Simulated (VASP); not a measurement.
# W8C9 in VASP: single point with PBE

Aim: the single point of W8C9 with PBE.

Program: VASP 6.6.1. These are calculated values, not measurements. Logs are shortened: lines on timing, memory, paths and dates and some standing lists are left out, and cuts for length are marked.

## Step 1: The cell of the first run

The cell holds a slab with vacuum, 17 atoms: a = 5.716 Å, b = 5.716 Å, c = 16.208 Å, α = 90.00°, β = 90.00°, γ = 120.00°.

## Step 2: Single point, PBE

The input, INCAR:

```
SYSTEM = W8C9
PREC = Accurate
ENCUT = 520
EDIFF = 1E-6
ISMEAR = -1
SIGMA = 0.05
LREAL = Auto
LASPH = .TRUE.
NELM = 100
ALGO = Normal
ISIF = 2
LWAVE = .FALSE.
LCHARG = .FALSE.
GGA = PE
NBANDS = 88
```

The input, KPOINTS:

```
regular mesh
0
G
  3 3 1
  0 0 0
```

The input, POSCAR:

```
W8C9
1.0
    5.7156600000      0.0000000000      0.0000000000
   -2.8578300000      4.9499070000      0.0000000000
    0.0000000000      0.0000000000     16.2078000000
W C
8 9
Direct
    0.0000000000      0.0000000000      0.0616986883
    0.0024123615      0.0108082839      0.2431298511
    0.0000073214      0.5000093941      0.0616986883
    0.0056001731      0.4988780597      0.2507928281
    0.4999947513      0.0000000000      0.0616986883
    0.4966267248     -0.0202428046      0.2451288886
    0.5000020727      0.5000093941      0.0616986883
    0.5079945683      0.5062317332      0.2265390738
    0.3237842187      0.1446693847      0.1554992041
    0.3883181240      0.2210748606      0.3152617875
    0.3506119058      0.6664771682      0.1339231728
    0.3798711757      0.6525981195      0.3282925505
    0.8228479659      0.1673364772      0.1547526500
    0.8449237098      0.2021452120      0.3201359839
    0.8346195177      0.6682347769      0.1449425585
    0.8059605149      0.6549011931      0.3177667543
    0.5270679730      0.5034033973      0.3494305211
```

Potentials or basis: VASP PAW PBE potentials, release 64 (W_sv, C).

On the command line:

```bash
$ cat potpaw_PBE.64/W_sv/POTCAR potpaw_PBE.64/C/POTCAR > POTCAR
$ mpirun -np 1 vasp_std > vasp.out
```

OUTCAR:

```text
SYSTEM = W8C9
   PREC = Accurate
   ENCUT = 520
   EDIFF = 1E-6
   ISMEAR = -1
   LREAL = Auto
   LASPH = .TRUE.
   NELM = 100
   ISIF = 2
   GGA = PE

 ion  position               nearest neighbor table
   1  0.000  0.000  0.062-  15 2.13   9 2.21  13 2.28   7 2.86   3 2.86   5 2.86   5 2.86   3 2.86
                             7 2.86   2 2.94
   2  0.002  0.011  0.243-  14 2.13   9 2.14  16 2.14  13 2.20  10 2.24  15 2.33   4 2.78   6 2.81
                             8 2.87   8 2.87   6 2.92   4 2.94   1 2.94
   3  0.000  0.500  0.062-  11 2.09  15 2.13  13 2.23   5 2.86   1 2.86   7 2.86   7 2.86   1 2.86
                             5 2.86   4 3.07
   4  0.006  0.499  0.251-  14 1.85  16 2.07  12 2.25  13 2.26  15 2.40  11 2.55   6 2.78   2 2.78
                             8 2.88   8 2.89   2 2.94   6 2.94   3 3.07
   5  0.500  0.000  0.062-  11 2.03  13 2.20   9 2.20   3 2.86   7 2.86   1 2.86   1 2.86   7 2.86
                             3 2.86   6 2.97
   6  0.497  0.980  0.245-  10 2.11  12 2.12  14 2.13  13 2.18   9 2.21  11 2.38   8 2.76   4 2.78
                             2 2.81   2 2.92   4 2.94   5 2.97   8 2.99
   7  0.500  0.500  0.062-  11 1.95  15 2.14   9 2.32   8 2.67   1 2.86   5 2.86   3 2.86   3 2.86
                             5 2.86   1 2.86
   8  0.508  0.506  0.227-  17 2.00  10 2.02  16 2.09  15 2.09   9 2.13  12 2.14  11 2.17   7 2.67
                             6 2.76   2 2.87   2 2.87   4 2.88   4 2.89   6 2.99
   9  0.324  0.145  0.155-   8 2.13   2 2.14   5 2.20   1 2.21   6 2.21   7 2.32
  10  0.388  0.221  0.315-  17 1.50   8 2.02   6 2.11   2 2.24
  11  0.351  0.666  0.134-   7 1.95   5 2.03   3 2.09   8 2.17   6 2.38   4 2.55
  12  0.380  0.653  0.328-  17 1.51   6 2.12   8 2.14   4 2.25
  13  0.823  0.167  0.155-   6 2.18   2 2.20   5 2.20   3 2.23   4 2.26   1 2.28
  14  0.845  0.202  0.320-   4 1.85   6 2.13   2 2.13
  15  0.835  0.668  0.145-   8 2.09   1 2.13   3 2.13   7 2.14   2 2.33   4 2.40
  16  0.806  0.655  0.318-  17 1.47   4 2.07   8 2.09   2 2.14
  17  0.527  0.503  0.349-  16 1.47  10 1.50  12 1.51   8 2.00

  LATTYP: Found a hexagonal cell.
 ALAT       =     5.7156600000
 C/A-ratio  =     2.8356830182

  Lattice vectors:

 A1 = (   5.7156600000,   0.0000000000,   0.0000000000)
 A2 = (  -2.8578300000,   4.9499070000,   0.0000000000)
 A3 = (   0.0000000000,   0.0000000000,  16.2078000000)

Analysis of symmetry for initial positions (statically):
=====================================================================
 Subroutine PRICEL returns:
 Original cell was already a primitive cell.

 Routine SETGRP: Setting up the symmetry group for a
 hexagonal supercell.

 Subroutine GETGRP returns: Found  1 space group operations
 (whereof  1 operations were pure point group operations)
 out of a pool of 24 trial point group operations.

The static configuration has the point symmetry C_1 .

Analysis of symmetry for dynamics (positions and initial velocities):
=====================================================================
 Subroutine PRICEL returns:
 Original cell was already a primitive cell.

 Routine SETGRP: Setting up the symmetry group for a
 hexagonal supercell.

 Subroutine GETGRP returns: Found  1 space group operations
 (whereof  1 operations were pure point group operations)
 out of a pool of 24 trial point group operations.

The dynamic configuration has the point symmetry C_1 .

 Subroutine INISYM returns: Found  1 space group operations
 (whereof  1 operations are pure point group operations),
 and found     1 'primitive' translations

----------------------------------------------------------------------------------------

                                     Primitive cell

  volume of cell :     458.5508

  direct lattice vectors                    reciprocal lattice vectors
     5.715660000  0.000000000  0.000000000     0.174957923  0.101011999  0.000000000
    -2.857830000  4.949907000  0.000000000     0.000000000  0.202023998  0.000000000
     0.000000000  0.000000000 16.207800000     0.000000000  0.000000000  0.061698688

  length of vectors
     5.715660000  5.715660208 16.207800000     0.202024005  0.202023998  0.061698688

  position of ions in fractional coordinates (direct lattice)
     0.000000000  0.000000000  0.061698688
     0.002412361  0.010808284  0.243129851
     0.000007321  0.500009394  0.061698688
     0.005600173  0.498878060  0.250792828
     0.499994751  0.000000000  0.061698688
     0.496626725  0.979757195  0.245128889
[... 9 lines left out ...]
     0.805960515  0.654901193  0.317766754
     0.527067973  0.503403397  0.349430521

  ion indices of the primitive-cell ions
   primitive index   ion index
                 1           1
                 2           2
                 3           3
                 4           4
                 5           5
                 6           6
[... 9 lines left out ...]
                16          16
                17          17

----------------------------------------------------------------------------------------

 KPOINTS: regular mesh

Automatic generation of k-mesh.
 Grid dimensions read from file:
 generate k-points for:    3    3    1

 Generating k-lattice:

  Cartesian coordinates                     Fractional coordinates (reciprocal lattice)
     0.058319308  0.033670666  0.000000000     0.333333333 -0.000000000  0.000000000
     0.000000000  0.067341333  0.000000000     0.000000000  0.333333333  0.000000000
     0.000000000  0.000000000  0.061698688     0.000000000  0.000000000  1.000000000

  Length of vectors
     0.067341335  0.067341333  0.061698688

  Shift w.r.t. Gamma in fractional coordinates (k-lattice)
     0.000000000  0.000000000  0.000000000

 Subroutine IBZKPT returns following result:
 ===========================================

 Found      5 irreducible k-points:

 Following reciprocal coordinates:
            Coordinates               Weight
  0.000000  0.000000  0.000000      1.000000
  0.333333  0.000000  0.000000      2.000000
  0.000000  0.333333  0.000000      2.000000
 -0.333333  0.333333  0.000000      2.000000
  0.333333  0.333333  0.000000      2.000000
   k-points           NKPTS =      5   k-points in BZ     NKDIM =      5   number of bands    NBANDS=     88
   number of dos      NEDOS =    301   number of ions     NIONS =     17
   total plane-waves  NPLWV = 290304
   dimension x,y,z NGX =    48 NGY =   48 NGZ =  126
   dimension x,y,z NGXF=    96 NGYF=   96 NGZF=  252
   ions per type =               8   9
   NGX,Y,Z   is equivalent  to a cutoff of  13.96, 13.96, 12.92 a.u.
   NGXF,Y,Z  is equivalent  to a cutoff of  27.92, 27.92, 25.85 a.u.
 SYSTEM =  W8C9
   PREC   = accura    normal or accurate (medium, high low for compatibility)
   ISTART =      0    job   : 0-new  1-cont  2-samecut
   ICHARG =      2    charge: 1-file 2-atom 10-const
   ISPIN  =      1    spin polarized calculation?
   LNONCOLLINEAR =      F non collinear calculations
   LSORBIT =      F    spin-orbit coupling
   LASPH  =      T    aspherical Exc in radial PAW
   ENCUT  =  520.0 eV  38.22 Ry    6.18 a.u.  10.63 10.63 30.14*2*pi/ulx,y,z
   NELM   =    100;   NELMIN=  2; NELMDL= -5     # of ELM steps
   EDIFF  = 0.1E-05   stopping-criterion for ELM
   LREAL  =      T    real-space projection
   EDIFFG = 0.1E-04   stopping-criterion for IOM
   NSW    =      0    number of steps for IOM
   IBRION =     -1    ionic relax: 0-MD 1-quasi-New 2-CG
   NFREE  =      0    steps in history (QN), initial steepest desc. (CG)
   ISIF   =      2    stress and relaxation
   ISYM   =      2    0-nonsym 1-usesym 2-fastsym
   POTIM  = 0.5000    time-step for ionic-motion
   TEBEG  =    0.0;   TEEND  =   0.0 temperature during run
   PSTRESS=    0.0 pullay stress
   NELECT =     148.0000    total number of electrons
   NUPDOWN=      -1.0000    fix difference up-down
   EMIN   =  10.00;   EMAX   =-10.00  energy-range for DOS
   EFERMI =   0.00;   METHOD = LEGACY
   ISMEAR =    -1;   SIGMA  =   0.05  broadening in eV -4-tet -1-fermi 0-gaus
   EFERMI_NEDOS =   21; number of points for ismear=-14 and -15
   IALGO  =     38    algorithm
   IMIX   =      4    mixing-type and parameters
     AMIX     =   0.40;   BMIX     =  1.00
     AMIX_MAG =   1.60;   BMIX_MAG =  1.00
  volume/ion in A,a.u.               =      26.97       182.03
  Fermi-wavevector in a.u.,A,eV,Ry     =   1.122965  2.122096 17.157634  1.261050
  Thomas-Fermi vector in A             =   2.259628
   LORBIT       =      0    0 simple, 1 ext, 2 COOP (PROOUT), +10 PAW based schemes
   GGA     = PE    functional components
   LHFCALC =     F    Hartree Fock is set to
   AEXX    =    0.0000 exact exchange contribution
   IVDW    =     0    specifies the selected vdW correction
   LEPSILON=     F    determine dielectric tensor
   LRPA    =     F    only Hartree local field effects (RPA)
 non-spin polarized calculation
  energy-cutoff  :      520.00
  volume of cell :      458.55
 maximum number of plane-waves:     12378
 NGX is ok and might be reduce to    42
   NGX = 21   NGY = 21   NGZ = 61

 number of electron     147.9999993 magnetization

 Free energy of the ion-electron system (eV)
  ---------------------------------------------------
  ext. energy  EPLUGINS =         0.00000000
  ---------------------------------------------------
  free energy    TOTEN  =      -171.59815341 eV

  energy without entropy =     -171.55957545  energy(sigma->0) =     -171.57886443

 E-fermi :   0.5849     XC(G=0):  -6.3462

 val. band max:        0.4770140516   @ k =   0.0000   0.0000   0.0000
 cond. band min:       0.5947271350   @ k =   0.3333   0.0000   0.0000
 fundamental gap:      0.1177130834
 Fermi energy:         0.5849351098

 k-point     1 :       0.0000    0.0000    0.0000
  band No.  band energies     occupation
      1     -73.2256      2.00000
      2     -73.1785      2.00000
      3     -73.1718      2.00000
      4     -73.1358      2.00000
      5     -73.1321      2.00000
      6     -73.0544      2.00000
[... 78 lines left out ...]
     85       4.1877      0.00000
     86       4.3715      0.00000

 k-point     2 :       0.3333    0.0000    0.0000
  band No.  band energies     occupation
      1     -73.2153      2.00000
      2     -73.1774      2.00000
      3     -73.1657      2.00000
      4     -73.1420      2.00000
      5     -73.1385      2.00000
      6     -73.0556      2.00000
[... 78 lines left out ...]
     85       3.6579      0.00000
     86       3.6955      0.00000

 k-point     3 :       0.0000    0.3333    0.0000
  band No.  band energies     occupation
      1     -73.2174      2.00000
      2     -73.1727      2.00000
      3     -73.1695      2.00000
      4     -73.1436      2.00000
      5     -73.1331      2.00000
      6     -73.0591      2.00000
[... 78 lines left out ...]
     85       3.6326      0.00000
     86       3.7015      0.00000

 k-point     4 :      -0.3333    0.3333    0.0000
  band No.  band energies     occupation
      1     -73.2140      2.00000
      2     -73.1805      2.00000
      3     -73.1666      2.00000
      4     -73.1413      2.00000
      5     -73.1360      2.00000
      6     -73.0557      2.00000
[... 78 lines left out ...]
     85       3.6029      0.00000
     86       3.7558      0.00000

 k-point     5 :       0.3333    0.3333    0.0000
  band No.  band energies     occupation
      1     -73.2096      2.00000
      2     -73.1791      2.00000
      3     -73.1608      2.00000
      4     -73.1445      2.00000
      5     -73.1411      2.00000
      6     -73.0580      2.00000
[... 78 lines left out ...]
     85       3.4044      0.00000
     86       3.4850      0.00000
 [bands above 86 left out]

------------------------ aborting loop because EDIFF is reached ----------------------------------------

  FORCE on cell =-STRESS in cart. coord.  units (eV):
  Direction    XX          YY          ZZ          XY          YZ          ZX
  --------------------------------------------------------------------------------------
  -------------------------------------------------------------------------------------
  Total        8.6885864     11.9677540      5.0668602     -0.7988781     -3.3921249     -4.6184491
  in kB       30.3579338     41.8153503     17.7036173     -2.7912812    -11.8520897    -16.1368679
  external PRESSURE =      29.9589671 kB  Pullay stress =       0.0000000 kB

 VOLUME and BASIS-vectors are now :
 -----------------------------------------------------------------------------
  energy-cutoff  :      520.00
  volume of cell :      458.55
      direct lattice vectors                 reciprocal lattice vectors
     5.715660000  0.000000000  0.000000000     0.174957923  0.101011999  0.000000000
    -2.857830000  4.949907000  0.000000000     0.000000000  0.202023998  0.000000000
     0.000000000  0.000000000 16.207800000     0.000000000  0.000000000  0.061698688

 POSITION                                       TOTAL-FORCE (eV/Angst)
 -----------------------------------------------------------------------------------
      0.00000      0.00000      1.00000         0.069469      0.207539      1.480606
     -0.01710      0.05350      3.94060         0.710933     -1.040977      0.660609
     -1.42890      2.47500      1.00000        -0.208021     -0.332470      1.036222
     -1.39370      2.46940      4.06480         0.129810      1.057644     -1.259164
      2.85780      0.00000      1.00000        -0.066386      0.854803      0.954484
      0.03857      4.84971      3.97300         0.093000      2.285695      0.738575
[... 9 lines left out ...]
      2.73500      3.24170      5.15030        -0.274817      0.231157      0.918045
      1.57390      2.49180      5.66350        -0.738255     -0.137646      1.790848
 -----------------------------------------------------------------------------------
    total drift:                                0.006855     -0.010795     -0.012786

  FREE ENERGIE OF THE ION-ELECTRON SYSTEM (eV)
  ---------------------------------------------------
  free  energy   TOTEN  =      -171.5981534052 eV

  energy  without entropy=     -171.5595754463  energy(sigma->0) =     -171.57886443
```

Run time: 9 min. Hardware: 1 thread of Intel Xeon Platinum 8559C (Emerald Rapids), shared host; peak memory 0.63 GiB.

What came out:

* Free energy: -171.5982 eV
* Largest force: 3.062 eV/Å
* Band gap on the k mesh: zero (band 74 reaches 1.20 eV, above the bottom of band 75 at 0.38 eV)

Forces in eV/Å, atoms in the order of the input:
```
W    0.069  0.208  1.481
W    0.711 -1.041  0.661
W   -0.208 -0.332  1.036
W    0.130  1.058 -1.259
W   -0.066  0.855  0.954
W    0.093  2.286  0.739
W    1.291 -1.083 -2.556
W   -0.192  0.188 -2.336
C    0.017  0.374 -2.549
C   -0.960 -0.350  1.608
C   -1.867  0.039  2.314
C    0.011 -0.393 -0.781
C    0.912 -0.086 -1.400
C    0.335 -2.148 -0.027
C    0.738  0.333 -0.593
C   -0.275  0.231  0.918
C   -0.738 -0.138  1.791
```

Caveat: the k points lie up to 0.42 Å⁻¹ apart; spin-orbit coupling is left out, which moves the levels of the heavy elements.
